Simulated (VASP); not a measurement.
# B4As3N (Amm2) in VASP: further runs

The runs below take B4As3N through single point, with PBE, HSE06.

Program: VASP 6.6.1. These are calculated values, not measurements. Logs are shortened: lines on timing, memory, paths and dates and some standing lists are left out, and cuts for length are marked.

**1. The cell of the first run**

The structure is orthorhombic, space group Amm2 (No. 38). The conventional cell has a = 3.227 Å, b = 6.401 Å, c = 9.074 Å, α = 90.00°, β = 90.00°, γ = 90.00°. N (site symmetry mm2) has 4 B at 1.67 to 1.91 Å within 2.2 Å. As (site symmetry m) has 4 B at 1.95 to 2.11 Å within 2.6 Å. Within 2.6 Å of As (site symmetry mm2) lie 4 B at 1.97 to 2.08 Å. Within 2.5 Å of B (site symmetry mm2) lie 2 N at 1.91 Å and 2 As at 2.11 Å. Within 2.2 Å of B (site symmetry m) lie 1 N at 1.67 Å and 3 As at 2.05 to 2.08 Å. Within 2.6 Å of B (site symmetry mm2) lie 4 As at 1.95 to 1.97 Å.

**2. Single point, PBE, non-collinear spin, zero start, spin-orbit coupling**

Input file INCAR:

```
SYSTEM = B4As3N
ALGO = Normal ; EDIFF = 1E-6
ENCUT = 600 ; GGA = PE
GGA_COMPAT = .FALSE. ; ISIF = 2
ISMEAR = -1 ; KPAR = 4
LASPH = .TRUE. ; LCHARG = .FALSE.
LORBIT = 11 ; LORBMOM = .TRUE.
LREAL = .FALSE. ; LSORBIT = .TRUE.
LWAVE = .FALSE. ; MAGMOM = 0 0 0 0 0 0 0 0 0 0 0 0 0 0 0 0 0 0 0 0 0 0 0 0
NBANDS = 50 ; NELM = 200
PREC = Accurate ; SIGMA = 0.02
```

Input file KPOINTS:

```
k-points
0
G
  8 6 6
  0 0 0
```

Input file POSCAR:

```
B4As3N
1.0
    3.2274687110      0.0000000000      0.0000000000
    0.0000000000      3.2006388490      4.5372384035
    0.0000000000     -3.2006388490      4.5372384035
N As B
1 3 4
Direct
    0.0000000000      0.0068514926      0.0068514926
    0.5000000000      0.0050050307      0.4929060888
    0.5000000000      0.4929060888      0.0050050307
    0.0000000000      0.5013048213      0.5013048213
    0.5000000000      0.8949106931      0.8949106931
    0.0000000000      0.8956064981      0.3261654933
    0.0000000000      0.3261654933      0.8956064981
    0.5000000000      0.3772498821      0.3772498821
```

Potentials or basis: VASP PAW PBE potentials, release 64 (N, As, B).

Command:

```bash
$ cat potpaw_PBE.64/N/POTCAR potpaw_PBE.64/As/POTCAR potpaw_PBE.64/B/POTCAR > POTCAR
$ mpirun -np 4 vasp_ncl > vasp.out
```

OUTCAR:

```text
SYSTEM = B4As3N
   EDIFF = 1E-6
   ENCUT = 600
   GGA = PE
   ISIF = 2
   ISMEAR = -1
   LASPH = .TRUE.
   LORBIT = 11
   LREAL = .FALSE.
   LSORBIT = .TRUE.
   NELM = 200
   PREC = Accurate

 ion  position               nearest neighbor table
   1  0.000  0.007  0.007-   6 1.67   7 1.67   5 1.91   5 1.91
   2  0.500  0.005  0.493-   8 1.95   6 2.05   6 2.05   5 2.11
   3  0.500  0.493  0.005-   8 1.95   7 2.05   7 2.05   5 2.11
   4  0.000  0.501  0.501-   8 1.97   8 1.97   6 2.08   7 2.08
   5  0.500  0.895  0.895-   1 1.91   1 1.91   3 2.11   2 2.11
   6  0.000  0.896  0.326-   1 1.67   2 2.05   2 2.05   4 2.08
   7  0.000  0.326  0.896-   1 1.67   3 2.05   3 2.05   4 2.08
   8  0.500  0.377  0.377-   2 1.95   3 1.95   4 1.97   4 1.97

  LATTYP: Found a base centered orthorhombic cell.
 ALAT       =     6.4012776980
 B/A-ratio  =     1.4176039902
 C/A-ratio  =     0.5041913292

  Lattice vectors:

 A1 = (   0.0000000000,   3.2006388490,  -4.5372384035)
 A2 = (   0.0000000000,   3.2006388490,   4.5372384035)
 A3 = (   3.2274687110,   0.0000000000,   0.0000000000)

Analysis of symmetry for initial positions (statically):
=====================================================================
 Subroutine PRICEL returns:
 Original cell was already a primitive cell.

 Routine SETGRP: Setting up the symmetry group for a
 base centered orthorhombic supercell.

 Subroutine GETGRP returns: Found  4 space group operations
 (whereof  4 operations were pure point group operations)
 out of a pool of  8 trial point group operations.

The static configuration has the point symmetry C_2v.

Analysis of symmetry for dynamics (positions and initial velocities):
=====================================================================
 Subroutine PRICEL returns:
 Original cell was already a primitive cell.

 Routine SETGRP: Setting up the symmetry group for a
 base centered orthorhombic supercell.

 Subroutine GETGRP returns: Found  4 space group operations
 (whereof  4 operations were pure point group operations)
 out of a pool of  8 trial point group operations.

The dynamic configuration has the point symmetry C_2v.

Analysis of structural, dynamic, and magnetic symmetry:
=====================================================================
 Subroutine PRICEL returns:
 Original cell was already a primitive cell.

 Routine SETGRP: Setting up the symmetry group for a
 base centered orthorhombic supercell.

 Subroutine GETGRP returns: Found  4 space group operations
 (whereof  4 operations were pure point group operations)
 out of a pool of  8 trial point group operations.

The overall configuration has the point symmetry C_2v.

 Subroutine INISYM returns: Found  4 space group operations
 (whereof  4 operations are pure point group operations),
 and found     1 'primitive' translations

----------------------------------------------------------------------------------------

                                     Primitive cell

  volume of cell :      93.7390

  direct lattice vectors                    reciprocal lattice vectors
     3.227468711  0.000000000  0.000000000     0.309840339  0.000000000  0.000000000
     0.000000000  3.200638849  4.537238403     0.000000000  0.156218812  0.110199191
     0.000000000 -3.200638849  4.537238403     0.000000000 -0.156218812  0.110199191

  length of vectors
     3.227468711  5.552532879  5.552532879     0.309840339  0.191175780  0.191175780

  position of ions in fractional coordinates (direct lattice)
     0.000000000  0.006851493  0.006851493
     0.500000000  0.005005031  0.492906089
     0.500000000  0.492906089  0.005005031
     0.000000000  0.501304821  0.501304821
     0.500000000  0.894910693  0.894910693
     0.000000000  0.895606498  0.326165493
     0.000000000  0.326165493  0.895606498
     0.500000000  0.377249882  0.377249882

  ion indices of the primitive-cell ions
   primitive index   ion index
                 1           1
                 2           2
                 3           3
                 4           4
                 5           5
                 6           6
                 7           7
                 8           8

----------------------------------------------------------------------------------------

 KPOINTS: k-points

Automatic generation of k-mesh.
 Grid dimensions read from file:
 generate k-points for:    8    6    6

 Generating k-lattice:

  Cartesian coordinates                     Fractional coordinates (reciprocal lattice)
     0.038730042  0.000000000  0.000000000     0.125000000  0.000000000  0.000000000
[... 104 lines left out ...]
  ext. energy  EPLUGINS =         0.00000000
  ---------------------------------------------------
  free energy    TOTEN  =       -47.83338936 eV

  energy without entropy =      -47.83328376  energy(sigma->0) =      -47.83333656

 E-fermi :   6.8670     XC(G=0): -10.9169

 val. band max:        6.8154979002   @ k =   0.0000   0.0000   0.0000
 cond. band min:       6.9428994015   @ k =   0.0000   0.1667   0.0000
 fundamental gap:      0.1274015012
 Fermi energy:         6.8669917965

 k-point     1 :       0.0000    0.0000    0.0000
  band No.  band energies     occupation
      1     -10.7198      1.00000
      2     -10.7198      1.00000
      3      -8.1524      1.00000
      4      -8.1524      1.00000
      5      -6.0493      1.00000
      6      -6.0493      1.00000
[... 1117 lines left out ...]
     43      11.5913      0.00000
     44      11.5987      0.00000

 [... further k-points ...]

 [bands above 44 left out]

------------------------ aborting loop because EDIFF is reached ----------------------------------------

  FORCE on cell =-STRESS in cart. coord.  units (eV):
  Direction    XX          YY          ZZ          XY          YZ          ZX
  --------------------------------------------------------------------------------------
  -------------------------------------------------------------------------------------
  Total        1.6616999      1.7855527      1.7962781      0.0000000      0.0000000      0.0000000
  in kB       28.4016043     30.5184825     30.7018007      0.0000000      0.0000000      0.0000000
  external PRESSURE =      29.8739625 kB  Pullay stress =       0.0000000 kB

 VOLUME and BASIS-vectors are now :
 -----------------------------------------------------------------------------
  energy-cutoff  :      600.00
  volume of cell :       93.74
      direct lattice vectors                 reciprocal lattice vectors
     3.227468711  0.000000000  0.000000000     0.309840339  0.000000000  0.000000000
     0.000000000  3.200638849  4.537238403     0.000000000  0.156218812  0.110199191
     0.000000000 -3.200638849  4.537238403     0.000000000 -0.156218812  0.110199191

 POSITION                                       TOTAL-FORCE (eV/Angst)
 -----------------------------------------------------------------------------------
      0.00000      0.00000      0.06217         0.000000     -0.000000     -0.046927
      1.61373     -1.56160      2.25914         0.000000     -0.143632     -0.064987
      1.61373      1.56160      2.25914         0.000000      0.143632     -0.064987
      0.00000      0.00000      4.54908         0.000000     -0.000000      0.120483
      1.61373      0.00000      8.12085         0.000000     -0.000000      0.213528
      0.00000      1.82258      5.54347         0.000000      0.159444     -0.114595
      0.00000     -1.82258      5.54347         0.000000     -0.159444     -0.114595
      1.61373      0.00000      3.42335         0.000000     -0.000000      0.072080
 -----------------------------------------------------------------------------------
    total drift:                               -0.000000     -0.000000      0.001059

  FREE ENERGIE OF THE ION-ELECTRON SYSTEM (eV)
  ---------------------------------------------------
  free  energy   TOTEN  =       -47.8333893551 eV

  energy  without entropy=      -47.8332837550  energy(sigma->0) =      -47.83333656

 orbital moment (x)

 # of ion     p       d       tot
 ----------------------------------------
  1         0.000   0.000   0.000
  2         0.000   0.000   0.000
  3        -0.000  -0.000  -0.000
  4         0.000   0.000   0.000
  5         0.000   0.000   0.000
  6         0.000   0.000   0.000
  7        -0.000   0.000  -0.000
  8         0.000   0.000   0.000
 ----------------------------------------
            0.000   0.000   0.000

 orbital moment (y)

 # of ion     p       d       tot
 ----------------------------------------
  1         0.000   0.000   0.000
  2         0.000  -0.000  -0.000
  3         0.000   0.000   0.000
  4         0.000   0.000   0.000
  5         0.000   0.000   0.000
  6         0.000   0.000   0.000
  7         0.000   0.000   0.000
  8         0.000   0.000   0.000
 ----------------------------------------
            0.000  -0.000  -0.000

 orbital moment (z)

 # of ion     p       d       tot
 ----------------------------------------
  1         0.000   0.000   0.000
  2         0.000  -0.000  -0.000
  3         0.000  -0.000  -0.000
  4         0.000   0.000   0.000
  5         0.000   0.000   0.000
  6         0.000   0.000   0.000
  7         0.000   0.000   0.000
  8         0.000   0.000   0.000
 ----------------------------------------
            0.000  -0.000  -0.000

 Spin-Orbit-Coupling matrix elements

 Ion:    1  E_soc:     -0.0000643
 l=   1
     0.0000000    -0.0000098    -0.0000100
    -0.0000098     0.0000000    -0.0000123
    -0.0000100    -0.0000123     0.0000000
 l=   2
     0.0000000     0.0000000     0.0000000     0.0000000     0.0000000
     0.0000000     0.0000000     0.0000000     0.0000000     0.0000000
     0.0000000     0.0000000     0.0000000     0.0000000     0.0000000
     0.0000000     0.0000000     0.0000000     0.0000000     0.0000000
     0.0000000     0.0000000     0.0000000     0.0000000     0.0000000
 l=   3
     0.0000000     0.0000000     0.0000000     0.0000000     0.0000000     0.0000000     0.0000000
     0.0000000     0.0000000     0.0000000     0.0000000     0.0000000     0.0000000     0.0000000
     0.0000000     0.0000000     0.0000000     0.0000000     0.0000000     0.0000000     0.0000000
     0.0000000     0.0000000     0.0000000     0.0000000     0.0000000     0.0000000     0.0000000
[... 129 lines left out ...]
 l=   2
     0.0000000     0.0000000     0.0000000     0.0000000     0.0000000
     0.0000000     0.0000000     0.0000000     0.0000000     0.0000000
     0.0000000     0.0000000     0.0000000     0.0000000     0.0000000
     0.0000000     0.0000000     0.0000000     0.0000000     0.0000000
     0.0000000     0.0000000     0.0000000     0.0000000     0.0000000
 l=   3
     0.0000000     0.0000000     0.0000000     0.0000000     0.0000000     0.0000000     0.0000000
     0.0000000     0.0000000     0.0000000     0.0000000     0.0000000     0.0000000     0.0000000
     0.0000000     0.0000000     0.0000000     0.0000000     0.0000000     0.0000000     0.0000000
     0.0000000     0.0000000     0.0000000     0.0000000     0.0000000     0.0000000     0.0000000
     0.0000000     0.0000000     0.0000000     0.0000000     0.0000000     0.0000000     0.0000000
     0.0000000     0.0000000     0.0000000     0.0000000     0.0000000     0.0000000     0.0000000
     0.0000000     0.0000000     0.0000000     0.0000000     0.0000000     0.0000000     0.0000000

 total charge

# of ion       s       p       d       tot
------------------------------------------
    1        1.210   2.391   0.000   3.601
    2        1.176   1.736   0.096   3.008
    3        1.176   1.736   0.096   3.008
    4        1.176   1.749   0.102   3.027
    5        0.618   0.957   0.000   1.575
    6        0.644   1.175   0.000   1.819
    7        0.644   1.175   0.000   1.819
    8        0.693   1.374   0.000   2.067
--------------------------------------------------
tot          7.338  12.291   0.295  19.923

 magnetization (x)

# of ion       s       p       d       tot
------------------------------------------
    1        0.000   0.000   0.000   0.000
    2       -0.000   0.000   0.000   0.000
    3        0.000  -0.000  -0.000  -0.000
    4        0.000   0.000   0.000   0.000
    5        0.000   0.000   0.000   0.000
    6        0.000  -0.000   0.000   0.000
    7       -0.000   0.000   0.000  -0.000
    8        0.000   0.000   0.000   0.000
--------------------------------------------------
tot          0.000   0.000   0.000   0.000

 magnetization (y)

# of ion       s       p       d       tot
------------------------------------------
    1        0.000   0.000   0.000   0.000
    2        0.000   0.000   0.000   0.000
    3        0.000   0.000   0.000   0.000
    4        0.000   0.000   0.000   0.000
    5        0.000   0.000   0.000   0.000
    6        0.000   0.000   0.000   0.000
    7        0.000   0.000   0.000   0.000
    8        0.000   0.000   0.000   0.000
--------------------------------------------------
tot          0.000   0.000   0.000   0.000

 magnetization (z)

# of ion       s       p       d       tot
------------------------------------------
    1        0.000   0.000   0.000   0.000
    2        0.000   0.000   0.000   0.000
    3        0.000   0.000   0.000   0.000
    4        0.000   0.000   0.000   0.000
    5        0.000   0.000   0.000   0.000
    6        0.000   0.000   0.000   0.000
    7        0.000   0.000   0.000   0.000
    8        0.000   0.000   0.000   0.000
--------------------------------------------------
tot          0.000   0.000   0.000   0.000
```

Run time: 3.8 min. Hardware: 4 MPI ranks of Intel Xeon Platinum 8559C (Emerald Rapids), shared host; peak memory 1.1 GiB.

Results:

* Free energy: -47.8334 eV
* Pressure: 3.0 GPa
* Largest force: 0.214 eV/Å
* Net moment: 0.00 μB per cell
* Valence electrons inside the program's atomic spheres: N 3.60; As 3.01, 3.03 (each value once); B 1.57, 1.82, 2.07 (each value once)

Forces in eV/Å, atoms in the order of the input:
```
N    0.000  0.000 -0.047
As   0.000 -0.144 -0.065
As   0.000  0.144 -0.065
As   0.000  0.000  0.120
B    0.000  0.000  0.214
B    0.000  0.159 -0.115
B    0.000 -0.159 -0.115
B    0.000  0.000  0.072
```

Stress tensor (GPa, compression positive):
```
2.84 0.00 0.00
0.00 3.05 0.00
0.00 0.00 3.07
```

Moments on the atoms (μB; x, y, z):
```
N   0.00 0.00 0.00
As  0.00 0.00 0.00
As  0.00 0.00 0.00
As  0.00 0.00 0.00
B   0.00 0.00 0.00
B   0.00 0.00 0.00
B   0.00 0.00 0.00
B   0.00 0.00 0.00
```

**3. Single point, HSE06**

POSCAR is that of step 2.

Input file INCAR.step1:

```
SYSTEM = B4As3N
  ALGO = Normal
  EDIFF = 1E-5
  ENCUT = 520
  GGA = PE
  GGA_COMPAT = .FALSE.
  ISIF = 2
  ISMEAR = -1
  KPAR = 4
  LASPH = .TRUE.
  LCHARG = .FALSE.
  LREAL = .FALSE.
  LWAVE = .TRUE.
  NBANDS = 26
  NELM = 120
  PREC = Accurate
  SIGMA = 0.02
```

Input file INCAR.step2:

```
SYSTEM = B4As3N
  ALGO = Normal
  EDIFF = 1E-6
  ENCUT = 520
  GGA = PE
  GGA_COMPAT = .FALSE.
  HFSCREEN = 0.2079
  ISIF = 2
  ISMEAR = -1
  ISTART = 1
  KPAR = 4
  LASPH = .TRUE.
  LCHARG = .FALSE.
  LHFCALC = .TRUE.
  LREAL = .FALSE.
  LWAVE = .FALSE.
  NBANDS = 26
  NELM = 120
  PREC = Accurate
  PRECFOCK = Normal
  SIGMA = 0.02
```

Input file KPOINTS:

```
k-points
0
G
  4 4 4
  0 0 0
```

Potentials or basis: VASP PAW PBE potentials, release 64 (N, As, B).

Command:

```bash
$ cat potpaw_PBE.64/N/POTCAR potpaw_PBE.64/As/POTCAR potpaw_PBE.64/B/POTCAR > POTCAR
$ cp INCAR.step1 INCAR
$ mpirun -np 4 vasp_std > vasp.out
$ cp INCAR.step2 INCAR
$ mpirun -np 4 vasp_std > vasp.out
```

Run time: 30 min. Hardware: 4 MPI ranks of Intel Xeon Platinum 8259CL at 2.50GHz (Skylake/Cascade Lake), shared host; peak memory 0.36 GiB.

It converged, with:

```yaml
Free_energy: -55.8096 eV
Pressure: -1.6 GPa
Largest_force: 0.207 eV/Å
Band_gap_on_the_k_mesh: 0.40 eV
```

Forces in eV/Å, atoms in the order of the input:
```
N    0.000  0.000 -0.075
As   0.000  0.048 -0.078
As   0.000 -0.048 -0.078
As   0.000  0.000 -0.062
B    0.000  0.000  0.207
B    0.000  0.088  0.002
B    0.000 -0.088  0.002
B    0.000  0.000  0.082
```

Stress tensor (GPa, compression positive):
```
-0.85  0.00  0.00
 0.00 -1.95  0.00
 0.00  0.00 -2.09
```

Levels at points of the mesh, in eV from the valence-band top:
```
           k point  band 12  band 13  band 14  band 15  band 16  band 17  band 18  band 19  band 20  band 21
(0.00, 0.00, 0.00)    -2.81    -1.65    -0.41    -0.16     0.00     0.40     2.21     2.67     3.88     4.24
(0.50, 0.00, 0.00)    -6.47    -6.25    -5.91    -3.95    -1.96     3.72     4.35     4.67     5.53     5.88
(0.00, 0.50, 0.00)    -3.66    -3.34    -1.80    -0.94    -0.84     1.56     3.41     3.83     4.30     4.85
(0.50, 0.50, 0.00)    -5.56    -5.09    -4.20    -3.66    -3.21     2.22     2.81     3.34     3.76     5.30
(0.00, 0.50, 0.50)    -4.47    -3.02    -2.69    -2.43    -1.88     1.66     2.25     3.95     4.90     5.04
(0.50, 0.50, 0.50)    -4.81    -3.19    -2.47    -2.22    -1.74     1.11     1.79     1.91     2.52     3.31
```

Caveat: the k points lie up to 0.49 Å⁻¹ apart; the PAW data sets were made with another functional, which shifts forces and pressure a little.
